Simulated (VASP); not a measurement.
# Ge2Sb2Te5 (P-3m1) in VASP: further runs, part 2 of 2

VASP 6.6.1. The steps go on from the part before.

**3. Single point, PBE (36.71 Å³/atom)**

File INCAR:

```
SYSTEM = Ge2Sb2Te5
ALGO     = Normal         ! electronic algorithm
EDIFF    = 1E-7           ! SCF threshold, eV
ENCUT    = 520            ! plane-wave cutoff, eV
GGA      = PE             ! functional
ISIF     = 2              ! what is computed and relaxed
ISMEAR   = 0              ! smearing method
LASPH    = .TRUE.         ! aspherical terms in the spheres
LCHARG   = .TRUE.         ! write CHGCAR
LELF     = .TRUE.         ! ELF
LREAL    = .FALSE.        ! projectors in reciprocal space
LVHAR    = .TRUE.       
LWAVE    = .FALSE.        ! write WAVECAR
NBANDS   = 44             ! bands
NELM     = 100            ! most SCF steps
PREC     = Accurate       ! precision mode
SIGMA    = 0.03           ! smearing width, eV
```

File KPOINTS:

```
k-points
0
G
  12 12 2
  0 0 0
```

File POSCAR:

```
Ge2Sb2Te5
1.0
    4.7604680491      0.0000000000      0.0000000000
   -2.3802340246      4.1226862644      0.0000000000
    0.0000000000      0.0000000000     16.8325389749
Ge Sb Te
2 2 5
Direct
    0.0000000000      0.0000000000      0.3314713560
    0.0000000000      0.0000000000      0.6685286440
    0.3333333333      0.6666666667      0.1121550832
    0.6666666667      0.3333333333      0.8878449168
    0.0000000000      0.0000000000      0.0000000000
    0.3333333333      0.6666666667      0.7913602895
    0.6666666667      0.3333333333      0.2086397105
    0.3333333333      0.6666666667      0.4097504733
    0.6666666667      0.3333333333      0.5902495267
```

Potentials or basis: VASP PAW PBE potentials, release 64 (Ge_d, Sb, Te).

Started as:

```sh
$ cat potpaw_PBE.64/Ge_d/POTCAR potpaw_PBE.64/Sb/POTCAR potpaw_PBE.64/Te/POTCAR > POTCAR
$ mpirun -np 1 vasp_std > vasp.out
```

OUTCAR:

```text
SYSTEM = Ge2Sb2Te5
   EDIFF = 1E-7
   ENCUT = 520
   GGA = PE
   ISIF = 2
   ISMEAR = 0
   LASPH = .TRUE.
   LREAL = .FALSE.
   NELM = 100
   PREC = Accurate

 ion  position               nearest neighbor table
   1  0.000  0.000  0.331-   8 3.05   8 3.05   8 3.05
   2  0.000  0.000  0.669-   9 3.05   9 3.05   9 3.05
   3  0.333  0.667  0.112-   7 3.19   7 3.19   7 3.19   5 3.33   5 3.33   5 3.33
[... 1349 lines left out ...]
  Total      -13.7631984    -13.7631984     -4.2678832      0.0000000      0.0000000      0.0000000
  in kB      -66.7498639    -66.7498639    -20.6987221      0.0000000      0.0000000      0.0000000
  external PRESSURE =     -51.3994833 kB  Pullay stress =       0.0000000 kB

 VOLUME and BASIS-vectors are now :
 -----------------------------------------------------------------------------
  energy-cutoff  :      520.00
  volume of cell :      330.35
      direct lattice vectors                 reciprocal lattice vectors
     4.760468049  0.000000000  0.000000000     0.210063378  0.121280148  0.000000000
    -2.380234025  4.122686264  0.000000000     0.000000000  0.242560296  0.000000000
     0.000000000  0.000000000 16.832538975     0.000000000  0.000000000  0.059408744

 POSITION                                       TOTAL-FORCE (eV/Angst)
 -----------------------------------------------------------------------------------
      0.00000      0.00000      5.57950         0.000000      0.000000      0.327980
      0.00000      0.00000     11.25303        -0.000000     -0.000000     -0.327980
     -0.00000      2.74846      1.88785         0.000000      0.000000      0.159412
      2.38023      1.37423     14.94468         0.000000     -0.000000     -0.159412
      0.00000      0.00000      0.00000         0.000000      0.000000      0.000000
     -0.00000      2.74846     13.32060        -0.000000      0.000000      0.381070
      2.38023      1.37423      3.51194        -0.000000     -0.000000     -0.381070
     -0.00000      2.74846      6.89714        -0.000000      0.000000     -0.264970
      2.38023      1.37423      9.93540         0.000000     -0.000000      0.264970
 -----------------------------------------------------------------------------------
    total drift:                               -0.000000      0.000000      0.000000

  FREE ENERGIE OF THE ION-ELECTRON SYSTEM (eV)
  ---------------------------------------------------
  free  energy   TOTEN  =       -32.3963497689 eV

  energy  without entropy=      -32.3959248500  energy(sigma->0) =      -32.39613731
```

OSZICAR:

```text
N       E                     dE             d eps       ncg     rms          rms(c)
DAV:   1     0.570570631716E+03    0.57057E+03   -0.26916E+04  4100   0.188E+03
DAV:   2     0.590312346106E+02   -0.51154E+03   -0.49173E+03  3600   0.506E+02
DAV:   3    -0.269364527809E+02   -0.85968E+02   -0.83358E+02  3984   0.147E+02
DAV:   4    -0.327016065054E+02   -0.57652E+01   -0.56846E+01  3900   0.442E+01
DAV:   5    -0.329393541570E+02   -0.23775E+00   -0.23698E+00  4884   0.882E+00    0.733E+00
DAV:   6    -0.327023530034E+02    0.23700E+00   -0.62135E+00  4832   0.710E+00    0.725E+00
DAV:   7    -0.323779161632E+02    0.32444E+00   -0.22921E+00  4544   0.398E+00    0.400E+00
DAV:   8    -0.323949373245E+02   -0.17021E-01   -0.24868E-01  3948   0.171E+00    0.103E+00
DAV:   9    -0.323964525198E+02   -0.15152E-02   -0.20225E-02  4632   0.587E-01    0.598E-01
DAV:  10    -0.323962124402E+02    0.24008E-03   -0.33295E-03  4528   0.195E-01    0.298E-01
DAV:  11    -0.323963488483E+02   -0.13641E-03   -0.81102E-04  4188   0.998E-02    0.942E-02
DAV:  12    -0.323963503789E+02   -0.15305E-05   -0.51034E-05  3992   0.390E-02    0.395E-02
DAV:  13    -0.323963488046E+02    0.15742E-05   -0.68709E-06  4288   0.985E-03    0.234E-02
DAV:  14    -0.323963495034E+02   -0.69873E-06   -0.42668E-06  3632   0.732E-03    0.559E-03
DAV:  15    -0.323963496829E+02   -0.17958E-06   -0.60928E-07  3604   0.409E-03    0.250E-03
DAV:  16    -0.323963497941E+02   -0.11111E-06   -0.18639E-07  2896   0.156E-03    0.688E-04
DAV:  17    -0.323963497689E+02    0.25123E-07   -0.61922E-08  2120   0.117E-03
   1 F= -.32396350E+02 E0= -.32396137E+02  d E =-.424919E-03
```

stdout:

```text
POSCAR found type information on POSCAR GeSbTe
 POSCAR found :  3 types and       9 ions
 scaLAPACK will be used
 LDA part: xc-table for (Slater+PW92), standard interpolation
 POSCAR, INCAR and KPOINTS ok, starting setup
 FFT: planning ... GRIDC
 FFT: planning ... GRID_SOFT
 FFT: planning ... GRID
 WAVECAR not read
 entering main loop
```

Run time: 14 min. Hardware: 1 thread of Intel Xeon 8259CL, shared host; peak memory 0.74 GiB.

What came out:

```
Free energy            : -32.3963 eV
Pressure               : -5.1 GPa
Largest force          : 0.381 eV/Å
Band gap on the k mesh : 0.06 eV (least direct gap 0.09 eV)
```

Forces in eV/Å, atoms in the order of the input:
```
Ge   0.000  0.000  0.328
Ge   0.000  0.000 -0.328
Sb   0.000  0.000  0.159
Sb   0.000  0.000 -0.159
Te   0.000  0.000  0.000
Te   0.000  0.000  0.381
Te   0.000  0.000 -0.381
Te   0.000  0.000 -0.265
Te   0.000  0.000  0.265
```

Stress tensor (GPa, compression positive):
```
-6.67  0.00  0.00
 0.00 -6.67  0.00
 0.00  0.00 -2.07
```

Levels at points of the mesh, in eV from the valence-band top:
```csv
k point,band 31,band 32,band 33,band 34,band 35,band 36,band 37,band 38
"(0.00, 0.00, 0.00)",-1.08,-1.08,-0.99,-0.49,0.12,0.12,0.45,0.63
"(0.50, 0.00, 0.00)",-1.18,-1.13,-0.60,-0.28,0.65,1.08,1.56,1.56
"(0.00, 0.00, 0.50)",-1.10,-1.10,-0.96,-0.55,0.15,0.15,0.51,0.61
"(0.50, 0.00, 0.50)",-1.26,-1.03,-0.75,-0.19,0.29,0.97,1.75,1.91
```

Caveat: the cell stands under tension; semilocal functionals underestimate gaps, and a narrow one can read as zero; spin-orbit coupling is left out, which moves the levels of the heavy elements; this functional lacks dispersion, which binds layers or chains, so the pressure and a relaxed spacing across them are unreliable.

**4. Single point, PBE (34.17 Å³/atom)**

This run uses another cell than the first one, of 34.17 Å³/atom.

File INCAR:

```
SYSTEM = Ge2Sb2Te5
PREC = Accurate ; ENCUT = 520
EDIFF = 1E-6 ; ISMEAR = 0
SIGMA = 0.03 ; LREAL = .False.
LASPH = .True. ; NELM = 100
ALGO = Fast ; ISIF = 2
LWAVE = .False. ; LCHARG = .True.
GGA = PE ; LELF = .True.
LVHAR = .True. ; NBANDS = 44
```

File KPOINTS:

```
Automatic mesh
0
Gamma
  12 12 2
  0 0 0
```

Edit POSCAR of step 3 so:

```diff
@@ -2,5 +2,5 @@
 1.0
-    4.7604680491      0.0000000000      0.0000000000
-   -2.3802340246      4.1226862644      0.0000000000
-    0.0000000000      0.0000000000     16.8325389749
+    4.1172919326      0.0000000000      0.0000000000
+   -2.0586459663      3.5656794085      0.0000000000
+    0.0000000000      0.0000000000     20.9500165408
 Ge Sb Te
```

Started as:

```sh
$ cat potpaw_PBE.64/Ge_d/POTCAR potpaw_PBE.64/Sb/POTCAR potpaw_PBE.64/Te/POTCAR > POTCAR
$ mpirun -np 1 vasp_std > vasp.out
```

Run time: 23 min. Hardware: 1 thread of Oxide Virtual Turin-like, shared host; peak memory 0.66 GiB.

The run converged. Its results:

| Property | Result |
| --- | --- |
| Free energy | -32.9652 eV |
| Pressure | -3.0 GPa |
| Largest force | 0.994 eV/Å |
| Band gap on the k mesh | zero (bands 34 and 35 overlap by 0.52 eV) |

Forces in eV/Å, atoms in the order of the input:
```
Ge   0.000  0.000  0.809
Ge   0.000  0.000 -0.809
Sb   0.000  0.000  0.304
Sb   0.000  0.000 -0.304
Te   0.000  0.000  0.000
Te   0.000  0.000  0.994
Te   0.000  0.000 -0.994
Te   0.000  0.000 -0.966
Te   0.000  0.000  0.966
```

Stress tensor (GPa, compression positive):
```
-1.00  0.00  0.00
 0.00 -1.00  0.00
 0.00  0.00 -6.89
```

Levels at points of the mesh, in eV from the Fermi level:
```csv
k point,band 31,band 32,band 33,band 34,band 35,band 36,band 37,band 38
"(0.00, 0.00, 0.00)",-0.55,-0.20,-0.20,0.46,0.93,1.11,1.11,1.69
"(0.50, 0.00, 0.00)",-1.68,-1.36,-1.08,-0.91,-0.06,0.66,1.02,1.49
"(0.00, 0.00, 0.50)",-0.20,-0.20,-0.15,0.11,1.05,1.12,1.12,1.69
"(0.50, 0.00, 0.50)",-1.77,-1.77,-0.89,-0.77,0.03,0.52,1.00,1.32
```

Caveat: the stress differs along the axes, from -7 to -1 GPa; spin-orbit coupling is left out, which moves the levels of the heavy elements; this functional lacks dispersion, which binds layers or chains, so the pressure and a relaxed spacing across them are unreliable.

**5. Single point, PBE (34.17 Å³/atom)**

This run uses another cell than the first one, of 34.17 Å³/atom.

File INCAR:

```
PREC = Accurate
ENCUT = 520
EDIFF = 1E-6
ISMEAR = 0
SIGMA = 0.03
LREAL = F
LASPH = T
NELM = 100
ALGO = Fast
ISIF = 2
LWAVE = F
LCHARG = F
GGA = PE
NBANDS = 44
```

File KPOINTS:

```
regular mesh
0
Gamma
  12 12 2
```

Edit POSCAR of step 4 so:

```diff
@@ -2,5 +2,5 @@
 1.0
-    4.1172919326      0.0000000000      0.0000000000
-   -2.0586459663      3.5656794085      0.0000000000
-    0.0000000000      0.0000000000     20.9500165408
+    4.2440990444      0.0000000000      0.0000000000
+   -2.1220495222      3.6754975887      0.0000000000
+    0.0000000000      0.0000000000     19.7168109307
 Ge Sb Te
```

Potentials or basis: VASP PAW PBE potentials, release 64 (Ge_d, Sb, Te).

Started as:

```sh
$ cat potpaw_PBE.64/Ge_d/POTCAR potpaw_PBE.64/Sb/POTCAR potpaw_PBE.64/Te/POTCAR > POTCAR
$ mpirun -np 1 vasp_std > vasp.out
```

OUTCAR:

```text
PREC = Accurate
   ENCUT = 520
   EDIFF = 1E-6
   ISMEAR = 0
   LREAL = F
   LASPH = T
   NELM = 100
   ISIF = 2
   GGA = PE

 ion  position               nearest neighbor table
   1  0.000  0.000  0.331-   8 2.90   8 2.90   8 2.90
   2  0.000  0.000  0.669-   9 2.90   9 2.90   9 2.90
   3  0.333  0.667  0.112-   7 3.10   7 3.10   7 3.10   5 3.30   5 3.30   5 3.30
   4  0.667  0.333  0.888-   6 3.10   6 3.10   6 3.10   5 3.30   5 3.30   5 3.30
   5  0.000  0.000  0.000-   3 3.30   4 3.30   4 3.30   3 3.30   4 3.30   3 3.30
   6  0.333  0.667  0.791-   4 3.10   4 3.10   4 3.10
   7  0.667  0.333  0.209-   3 3.10   3 3.10   3 3.10
[... 1348 lines left out ...]
  external PRESSURE =     -29.0482248 kB  Pullay stress =       0.0000000 kB

 VOLUME and BASIS-vectors are now :
 -----------------------------------------------------------------------------
  energy-cutoff  :      520.00
  volume of cell :      307.57
      direct lattice vectors                 reciprocal lattice vectors
     4.244099044  0.000000000  0.000000000     0.235621268  0.136036003  0.000000000
    -2.122049522  3.675497589  0.000000000     0.000000000  0.272072005  0.000000000
     0.000000000  0.000000000 19.716810931     0.000000000  0.000000000  0.050718141

 POSITION                                       TOTAL-FORCE (eV/Angst)
 -----------------------------------------------------------------------------------
      0.00000      0.00000      6.53556         0.000000      0.000000      0.507638
      0.00000      0.00000     13.18125        -0.000000      0.000000     -0.507638
     -0.00000      2.45033      2.21134         0.000000      0.000000      0.223414
      2.12205      1.22517     17.50547         0.000000      0.000000     -0.223414
      0.00000      0.00000      0.00000         0.000000      0.000000      0.000000
     -0.00000      2.45033     15.60310         0.000000      0.000000      0.696294
      2.12205      1.22517      4.11371        -0.000000     -0.000000     -0.696294
     -0.00000      2.45033      8.07897        -0.000000      0.000000     -0.662823
      2.12205      1.22517     11.63784         0.000000     -0.000000      0.662823
 -----------------------------------------------------------------------------------
    total drift:                                0.000000     -0.000000      0.000000

  FREE ENERGIE OF THE ION-ELECTRON SYSTEM (eV)
  ---------------------------------------------------
  free  energy   TOTEN  =       -33.4743308069 eV

  energy  without entropy=      -33.4735974036  energy(sigma->0) =      -33.47396411
```

OSZICAR:

```text
N       E                     dE             d eps       ncg     rms          rms(c)
DAV:   1     0.583503900979E+03    0.58350E+03   -0.27077E+04  4096   0.195E+03
DAV:   2     0.606536479132E+02   -0.52285E+03   -0.50198E+03  3624   0.535E+02
DAV:   3    -0.276322591010E+02   -0.88286E+02   -0.85284E+02  3976   0.149E+02
DAV:   4    -0.335997378520E+02   -0.59675E+01   -0.58775E+01  4012   0.453E+01
DAV:   5    -0.338319867023E+02   -0.23225E+00   -0.23158E+00  4756   0.877E+00    0.895E+00
RMM:   6    -0.336400079831E+02    0.19198E+00   -0.76084E-01  4545   0.254E+00    0.696E+00
RMM:   7    -0.336231100297E+02    0.16898E-01   -0.30202E-01  4984   0.164E+00    0.340E+00
RMM:   8    -0.334740420739E+02    0.14907E+00   -0.11102E-01  4479   0.110E+00    0.374E-01
RMM:   9    -0.334738469307E+02    0.19514E-03   -0.21893E-02  5437   0.490E-01    0.229E-01
RMM:  10    -0.334741350373E+02   -0.28811E-03   -0.37220E-03  5708   0.210E-01    0.188E-01
RMM:  11    -0.334743125895E+02   -0.17755E-03   -0.60211E-04  5605   0.943E-02    0.653E-02
RMM:  12    -0.334743256831E+02   -0.13094E-04   -0.14516E-04  5277   0.426E-02    0.175E-02
RMM:  13    -0.334743299689E+02   -0.42859E-05   -0.34745E-05  5199   0.190E-02    0.190E-02
RMM:  14    -0.334743308069E+02   -0.83801E-06   -0.48196E-06  3807   0.886E-03
   1 F= -.33474331E+02 E0= -.33473964E+02  d E =-.733403E-03
```

stdout:

```text
POSCAR found type information on POSCAR GeSbTe
 POSCAR found :  3 types and       9 ions
 scaLAPACK will be used
 LDA part: xc-table for (Slater+PW92), standard interpolation
 POSCAR, INCAR and KPOINTS ok, starting setup
 FFT: planning ... GRIDC
 FFT: planning ... GRID_SOFT
 FFT: planning ... GRID
 WAVECAR not read
 entering main loop
```

It took 25 min on 1 thread of Oxide Virtual Turin-like, shared host; peak memory 0.65 GiB.

What came out:

| Quantity | Value |
| --- | --- |
| Free energy | -33.4743 eV |
| Pressure | -2.9 GPa |
| Largest force | 0.696 eV/Å |
| Band gap on the k mesh | zero (bands 34 and 35 overlap by 0.15 eV) |

Forces on the atoms (eV/Å):
```
Ge   0.000  0.000  0.508
Ge   0.000  0.000 -0.508
Sb   0.000  0.000  0.223
Sb   0.000  0.000 -0.223
Te   0.000  0.000  0.000
Te   0.000  0.000  0.696
Te   0.000  0.000 -0.696
Te   0.000  0.000 -0.663
Te   0.000  0.000  0.663
```

Caveat: spin-orbit coupling is left out, which moves the levels of the heavy elements; this functional lacks dispersion, which binds layers or chains, so the pressure and a relaxed spacing across them are unreliable.

**6. Summary**

| cell | gap on the mesh (eV) | pressure (GPa) | largest force (eV/Å) |
| --- | --- | --- | --- |
| a = 4.618, b = 4.618, c = 17.885 Å, angles 90.0, 90.0, 120.0°, 9 atoms | 0.01 | -5.0 | 0.52 |
| a = 4.760, b = 4.760, c = 16.833 Å, angles 90.0, 90.0, 120.0°, 9 atoms | 0.06 | -5.1 | 0.38 |
| a = 4.117, b = 4.117, c = 20.950 Å, angles 90.0, 90.0, 120.0°, 9 atoms | none | -3.0 | 0.99 |
| a = 4.244, b = 4.244, c = 19.717 Å, angles 90.0, 90.0, 120.0°, 9 atoms | none | -2.9 | 0.70 |

Alike in all rows: task single point; level PBE; potentials or basis VASP PAW PBE potentials, release 64 (Ge_d, Sb, Te); no spin polarisation; k mesh 12 × 12 × 2; cutoff (eV) 520; smearing gaussian 0.03 eV.

Caveats: spin-orbit coupling is left out, which moves the levels of the heavy elements; this functional lacks dispersion, which binds layers or chains, so the pressure and a relaxed spacing across them are unreliable; the cell stands under tension (at least some runs); semilocal functionals underestimate gaps, and a narrow one can read as zero (at least some runs); the stress differs along the axes, from -7 to -1 GPa (at least some runs).

Total energies depend on the potentials used, so only differences within one code and one set of settings carry meaning.
